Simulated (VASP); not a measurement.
# BaTiO3 (P1) in VASP: single point with r2SCAN

Aim: the single point of BaTiO3 with r2SCAN.

Everything below comes from runs of VASP 6.6.1. Logs are shortened: lines on timing, memory, paths and dates and some standing lists are left out, and cuts for length are marked.

**1. The cell of the first run**

The typed cell holds 5 atoms: a = 3.938 Å, b = 4.111 Å, c = 4.026 Å, α = 92.24°, β = 87.29°, γ = 89.82°.

**2. Single point, r2SCAN (strain -0.0750 x Voigt [0, 0, 0, 0, 0, 1])**

POSCAR

```
BaTiO3
1.0
    2.7785647174      1.5332037455      2.3314328269
   -2.9015426492      1.7462077717      2.3314328269
    0.1229779319     -3.2794115171      2.3314328269
Ba Ti O
1 1 3
Direct
    0.0027851043      0.0027851043      0.0027851043
    0.5162478494      0.5162478494      0.5162478494
    0.4897536543      0.4897536543      0.9801597377
    0.4897536543      0.9801597377      0.4897536543
    0.9801597377      0.4897536543      0.4897536543
```

INCAR.step1

```
PREC = Accurate
ENCUT = 520
ISMEAR = 0
SIGMA = 0.05
LREAL = False
LASPH = True
NELM = 100
NBANDS = 28
GGA = PE
ALGO = Normal
EDIFF = 1E-4
LWAVE = True
LCHARG = False
```

INCAR.step2

```
PREC = Accurate
ENCUT = 520
EDIFF = 1E-7
ISMEAR = 0
SIGMA = 0.05
LREAL = False
LASPH = True
NELM = 100
ALGO = Normal
ISIF = 2
LWAVE = False
LCHARG = False
METAGGA = R2SCAN
LMIXTAU = True
NBANDS = 28
ISTART = 1
```

KPOINTS

```
Automatic mesh
0
Gamma
  6 6 6
```

Potentials or basis: VASP PAW PBE potentials, release 64 (Ba_sv, Ti_sv, O).

Started as:

```bash
$ cat potpaw_PBE.64/Ba_sv/POTCAR potpaw_PBE.64/Ti_sv/POTCAR potpaw_PBE.64/O/POTCAR > POTCAR
$ cp INCAR.step1 INCAR
$ mpirun -np 1 vasp_std > vasp.out
$ cp INCAR.step2 INCAR
$ mpirun -np 1 vasp_std > vasp.out
```

OUTCAR:

```text
PREC = Accurate
   ENCUT = 520
   EDIFF = 1E-7
   ISMEAR = 0
   LREAL = False
   LASPH = True
   NELM = 100
   ISIF = 2
   METAGGA = R2SCAN
   ISTART = 1

 ion  position               nearest neighbor table
   1  0.003  0.003  0.003-   5 2.74   4 2.75   4 2.75   3 2.78   4 2.81   3 2.84   3 2.85   5 2.90
                             3 2.93   5 2.93   5 2.94   4 2.96   2 3.35   2 3.40   2 3.41   2 3.45
   2  0.516  0.516  0.516-   5 1.83   3 1.87   4 1.92   5 2.12   3 2.16   4 2.21   1 3.35   1 3.40
                             1 3.41   1 3.45   1 3.52   1 3.55   1 3.59   1 3.61
   3  0.490  0.490  0.980-   2 1.87   2 2.16   1 2.78   1 2.84   1 2.85   1 2.93
   4  0.490  0.980  0.490-   2 1.92   2 2.21   1 2.75   1 2.75   1 2.81   1 2.96
   5  0.980  0.490  0.490-   2 1.83   2 2.12   1 2.74   1 2.90   1 2.93   1 2.94

  LATTYP: Found a triclinic cell.
 ALAT       =     4.0255735612
 B/A-ratio  =     1.4011274091
 C/A-ratio  =     1.7793698733
 COS(alpha) =     0.0025121378
 COS(beta)  =     0.6104464984
 COS(gamma) =     0.6851814296

  Lattice vectors:

 A1 = (  -0.1229779319,   3.2794115171,  -2.3314328269)
 A2 = (   2.7785647173,   1.5332037454,  -4.6628656538)
 A3 = (  -5.8030852985,   3.4924155433,  -2.3314328269)

Analysis of symmetry for initial positions (statically):
=====================================================================
 Subroutine PRICEL returns:
 Original cell was already a primitive cell.

 Routine SETGRP: Setting up the symmetry group for a
 triclinic supercell.

 Subroutine GETGRP returns: Found  1 space group operations
 (whereof  1 operations were pure point group operations)
 out of a pool of  2 trial point group operations.

The static configuration has the point symmetry C_1 .

Analysis of symmetry for dynamics (positions and initial velocities):
=====================================================================
 Subroutine PRICEL returns:
 Original cell was already a primitive cell.

 Routine SETGRP: Setting up the symmetry group for a
 triclinic supercell.

 Subroutine GETGRP returns: Found  1 space group operations
 (whereof  1 operations were pure point group operations)
 out of a pool of  2 trial point group operations.

The dynamic configuration has the point symmetry C_1 .

 Subroutine INISYM returns: Found  1 space group operations
 (whereof  1 operations are pure point group operations),
 and found     1 'primitive' translations

----------------------------------------------------------------------------------------

                                     Primitive cell

  volume of cell :      65.0512

  direct lattice vectors                    reciprocal lattice vectors
     2.778564717  1.533203746  2.331432827     0.180117961  0.108398676  0.142973595
    -2.901542649  1.746207772  2.331432827    -0.172483906  0.095176106  0.142973595
     0.122977932 -3.279411517  2.331432827    -0.007634054 -0.203574783  0.142973595

  length of vectors
     3.937856605  4.111419506  4.025573561     0.254232574  0.243414540  0.248882341

  position of ions in fractional coordinates (direct lattice)
     0.002785104  0.002785104  0.002785104
     0.516247849  0.516247849  0.516247849
     0.489753654  0.489753654  0.980159738
     0.489753654  0.980159738  0.489753654
     0.980159738  0.489753654  0.489753654

  ion indices of the primitive-cell ions
   primitive index   ion index
                 1           1
                 2           2
                 3           3
                 4           4
                 5           5

----------------------------------------------------------------------------------------

 KPOINTS: Automatic mesh

Automatic generation of k-mesh.
 Grid dimensions read from file:
 generate k-points for:    6    6    6

 Generating k-lattice:

  Cartesian coordinates                     Fractional coordinates (reciprocal lattice)
     0.030019660  0.018066446  0.023828933     0.166666667  0.000000000  0.000000000
    -0.028747318  0.015862684  0.023828933     0.000000000  0.166666667  0.000000000
    -0.001272342 -0.033929130  0.023828933     0.000000000  0.000000000  0.166666667

  Length of vectors
     0.042372096  0.040569090  0.041480390

  Shift w.r.t. Gamma in fractional coordinates (k-lattice)
     0.000000000  0.000000000  0.000000000

 Subroutine IBZKPT returns following result:
 ===========================================

 Found    112 irreducible k-points:

 Following reciprocal coordinates:
            Coordinates               Weight
  0.000000  0.000000  0.000000      1.000000
  0.166667  0.000000 -0.000000      2.000000
  0.333333  0.000000 -0.000000      2.000000
  0.500000  0.000000 -0.000000      1.000000
  0.000000  0.166667 -0.000000      2.000000
  0.166667  0.166667 -0.000000      2.000000
[... 16 lines left out ...]
  0.333333  0.000000  0.166667      2.000000
  0.500000  0.000000  0.166667      2.000000
 [... further k-points ...]
   k-points           NKPTS =    112   k-points in BZ     NKDIM =    112   number of bands    NBANDS=     28
   number of dos      NEDOS =    301   number of ions     NIONS =      5
   total plane-waves  NPLWV =  28800
   dimension x,y,z NGX =    30 NGY =   32 NGZ =   30
   dimension x,y,z NGXF=    60 NGYF=   64 NGZF=   60
   ions per type =               1   1   3
   NGX,Y,Z   is equivalent  to a cutoff of  12.67, 12.94, 12.39 a.u.
   NGXF,Y,Z  is equivalent  to a cutoff of  25.33, 25.88, 24.78 a.u.
 SYSTEM =  unknown system
   PREC   = accura    normal or accurate (medium, high low for compatibility)
   ISTART =      1    job   : 0-new  1-cont  2-samecut
   ICHARG =      0    charge: 1-file 2-atom 10-const
   ISPIN  =      1    spin polarized calculation?
   LNONCOLLINEAR =      F non collinear calculations
   LSORBIT =      F    spin-orbit coupling
   LASPH  =      T    aspherical Exc in radial PAW
   ENCUT  =  520.0 eV  38.22 Ry    6.18 a.u.   7.32  7.64  7.48*2*pi/ulx,y,z
   NELM   =    100;   NELMIN=  2; NELMDL=  0     # of ELM steps
   EDIFF  = 0.1E-06   stopping-criterion for ELM
   LREAL  =      F    real-space projection
   EDIFFG = 0.1E-05   stopping-criterion for IOM
   NSW    =      0    number of steps for IOM
   IBRION =     -1    ionic relax: 0-MD 1-quasi-New 2-CG
   NFREE  =      0    steps in history (QN), initial steepest desc. (CG)
   ISIF   =      2    stress and relaxation
   ISYM   =      2    0-nonsym 1-usesym 2-fastsym
   POTIM  = 0.5000    time-step for ionic-motion
   TEBEG  =    0.0;   TEEND  =   0.0 temperature during run
   PSTRESS=    0.0 pullay stress
   NELECT =      40.0000    total number of electrons
   NUPDOWN=      -1.0000    fix difference up-down
   EMIN   =  10.00;   EMAX   =-10.00  energy-range for DOS
   EFERMI =   0.00;   METHOD = LEGACY
   ISMEAR =     0;   SIGMA  =   0.05  broadening in eV -4-tet -1-fermi 0-gaus
   EFERMI_NEDOS =   21; number of points for ismear=-14 and -15
   IALGO  =     38    algorithm
   IMIX   =      4    mixing-type and parameters
     AMIX     =   0.40;   BMIX     =  1.00
     AMIX_MAG =   1.60;   BMIX_MAG =  1.00
  volume/ion in A,a.u.               =      13.01        87.80
  Fermi-wavevector in a.u.,A,eV,Ry     =   1.392119  2.630723 26.368024  1.937995
  Thomas-Fermi vector in A             =   2.515892
   LORBIT       =      0    0 simple, 1 ext, 2 COOP (PROOUT), +10 PAW based schemes
   METAGGA = R2SCAN    functional components
   LHFCALC =     F    Hartree Fock is set to
   AEXX    =    0.0000 exact exchange contribution
   IVDW    =     0    specifies the selected vdW correction
   LEPSILON=     F    determine dielectric tensor
   LRPA    =     F    only Hartree local field effects (RPA)
 non-spin polarized calculation
 Gauss-broadening in eV      SIGMA  =   0.05
  energy-cutoff  :      520.00
  volume of cell :       65.05
 maximum number of plane-waves:      1769
 NGX is ok and might be reduce to    30
   NGX = 15   NGY = 15   NGZ = 15

 number of electron      39.9999998 magnetization

 Free energy of the ion-electron system (eV)
  ---------------------------------------------------
  ext. energy  EPLUGINS =         0.00000000
  ---------------------------------------------------
  free energy    TOTEN  =       -74.12927669 eV

  energy without entropy =      -74.12927669  energy(sigma->0) =      -74.12927669

 E-fermi :   3.6864     XC(G=0): -11.8130

 val. band max:        3.4318055300   @ k =   0.5000   0.5000   0.5000
 cond. band min:       6.0747172900   @ k =   0.0000   0.0000   0.0000
 fundamental gap:      2.6429117600
 Fermi energy:         3.6864487610

 k-point     1 :       0.0000    0.0000    0.0000
  band No.  band energies     occupation
      1     -55.1585      2.00000
      2     -30.4036      2.00000
      3     -30.3608      2.00000
      4     -30.3250      2.00000
      5     -22.1406      2.00000
      6     -14.4498      2.00000
[... 20 lines left out ...]
     27       9.1771      0.00000
     28      11.4134      0.00000

 k-point     2 :       0.1667    0.0000   -0.0000
  band No.  band energies     occupation
      1     -55.1582      2.00000
      2     -30.4184      2.00000
      3     -30.3632      2.00000
      4     -30.3247      2.00000
      5     -22.1068      2.00000
      6     -14.4030      2.00000
[... 20 lines left out ...]
     27       9.6999      0.00000
     28      12.0538      0.00000

 k-point     3 :       0.3333    0.0000   -0.0000
  band No.  band energies     occupation
      1     -55.1574      2.00000
      2     -30.4513      2.00000
      3     -30.3645      2.00000
      4     -30.3237      2.00000
      5     -22.0377      2.00000
      6     -14.4536      2.00000
[... 20 lines left out ...]
     27      10.8426      0.00000
     28      12.2347      0.00000

 k-point     4 :       0.5000    0.0000   -0.0000
  band No.  band energies     occupation
      1     -55.1570      2.00000
      2     -30.4683      2.00000
      3     -30.3645      2.00000
      4     -30.3231      2.00000
      5     -22.0023      2.00000
      6     -14.5255      2.00000
[... 20 lines left out ...]
     27      11.6390      0.00000
     28      12.2098      0.00000

 k-point     5 :       0.0000    0.1667   -0.0000
  band No.  band energies     occupation
      1     -55.1583      2.00000
      2     -30.4036      2.00000
      3     -30.3643      2.00000
      4     -30.3314      2.00000
      5     -22.1152      2.00000
      6     -14.4990      2.00000
[... 20 lines left out ...]
     27       9.6476      0.00000
     28      11.9734      0.00000

 k-point     6 :       0.1667    0.1667   -0.0000
  band No.  band energies     occupation
      1     -55.1580      2.00000
      2     -30.4180      2.00000
      3     -30.3666      2.00000
      4     -30.3312      2.00000
      5     -22.0845      2.00000
      6     -14.4206      2.00000
[... 463 lines left out ...]
      5     -22.1112      2.00000
      6     -14.4694      2.00000
[... 20 lines left out ...]
     27       9.6816      0.00000
     28      12.0205      0.00000

 k-point    22 :       0.1667    0.0000    0.1667
  band No.  band energies     occupation
      1     -55.1579      2.00000
      2     -30.4191      2.00000
      3     -30.3716      2.00000
      4     -30.3279      2.00000
      5     -22.0831      2.00000
      6     -14.3820      2.00000
[... 20 lines left out ...]
     27      10.0857      0.00000
     28      12.4188      0.00000

 k-point    23 :       0.3333    0.0000    0.1667
  band No.  band energies     occupation
      1     -55.1572      2.00000
      2     -30.4508      2.00000
      3     -30.3740      2.00000
      4     -30.3267      2.00000
      5     -22.0201      2.00000
      6     -14.3438      2.00000
[... 20 lines left out ...]
     27      11.1897      0.00000
     28      12.5677      0.00000

 k-point    24 :       0.5000    0.0000    0.1667
  band No.  band energies     occupation
      1     -55.1568      2.00000
      2     -30.4678      2.00000
      3     -30.3741      2.00000
      4     -30.3261      2.00000
      5     -21.9849      2.00000
      6     -14.3998      2.00000
[... 20 lines left out ...]
     27      12.0672      0.00000
     28      12.5866      0.00000

 [... further k-points ...]
[... 5 lines left out ...]
  --------------------------------------------------------------------------------------
  -------------------------------------------------------------------------------------
  Total        1.2097749      1.1500492      0.9562271      3.6701141      0.0608866     -0.3040569
  in kB       29.7961174     28.3251055     23.5513703     90.3929747      1.4996037     -7.4887604
  external PRESSURE =      27.2241977 kB  Pullay stress =       0.0000000 kB

 VOLUME and BASIS-vectors are now :
 -----------------------------------------------------------------------------
  energy-cutoff  :      520.00
  volume of cell :       65.05
      direct lattice vectors                 reciprocal lattice vectors
     2.778564717  1.533203746  2.331432827     0.180117961  0.108398676  0.142973595
    -2.901542649  1.746207772  2.331432827    -0.172483906  0.095176106  0.142973595
     0.122977932 -3.279411517  2.331432827    -0.007634054 -0.203574783  0.142973595

 POSITION                                       TOTAL-FORCE (eV/Angst)
 -----------------------------------------------------------------------------------
      0.00000      0.00000      0.01948        -0.015615     -0.006648     -0.028664
      0.00000      0.00000      3.61079        -0.399826     -0.044878     -0.203075
      0.06031     -1.60824      4.56883        -0.132646     -0.070512      0.054072
     -1.42293      0.85635      4.56883         0.175724     -0.171945     -0.063782
      1.36263      0.75189      4.56883         0.372363      0.293983      0.241449
 -----------------------------------------------------------------------------------
    total drift:                                0.001873      0.002702      0.004006

  FREE ENERGIE OF THE ION-ELECTRON SYSTEM (eV)
  ---------------------------------------------------
  free  energy   TOTEN  =       -74.1292766940 eV

  energy  without entropy=      -74.1292766940  energy(sigma->0) =      -74.12927669
```

It took 18 min on 1 thread of Intel Xeon 8259CL, shared host; peak memory 0.32 GiB.

Results:

| Property | Result |
| --- | --- |
| Free energy | -74.1293 eV |
| Pressure | 2.7 GPa |
| Largest force | 0.532 eV/Å |
| Band gap on the k mesh | 2.64 eV (least direct gap 3.01 eV) |

Forces in eV/Å, atoms in the order of the input:
```
Ba  -0.016 -0.007 -0.029
Ti  -0.400 -0.045 -0.203
O   -0.133 -0.071  0.054
O    0.176 -0.172 -0.064
O    0.372  0.294  0.241
```

Stress tensor (GPa, compression positive):
```
 2.98  9.04 -0.75
 9.04  2.83  0.15
-0.75  0.15  2.36
```

Caveat: the cell differs from its parent crystal (strain -0.0750 x Voigt [0, 0, 0, 0, 0, 1]); the PAW data sets were made with another functional, which shifts forces and pressure a little; spin-orbit coupling is left out, which moves the levels of the heavy elements.
